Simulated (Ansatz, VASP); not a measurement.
**One calculation of Zr, two programs**

```xyz
1
Lattice="2.3098 0.0000 0.0000 0.0000 2.3098 0.0000 0.0000 0.0000 2.3098" Properties=species:S:1:pos:R:3 pbc="T T T"
Zr    0.0000    0.0000    0.0000
```

Change from the starting cell: volume scaled by 0.52, LAPW.

Alike in both runs: task single point; functional PBEsol; k mesh 13 × 13 × 13; occupations fermi-dirac, width 0.1 eV; no spin polarisation.

```csv
,VASP,Ansatz
version,VASP 6.6.1,Ansatz 0.2.0
potentials or method,"VASP PAW PBE potentials, release 64 (Zr_sv), cutoff 520 eV","all-electron LAPW, scalar-relativistic"
```

|  | VASP | Ansatz | Ansatz less VASP |
| --- | --- | --- | --- |
| pressure (GPa) | 175.2 | 172.6 | -2.63 |

VASP's potentials were made for PBE, not for PBEsol. Both programs put the cell under a high pressure, so it lies far from rest at this level. Ansatz ran all-electron here, and VASP with PAW potentials.

Noted on VASP's run: the cell as given lies far from equilibrium.
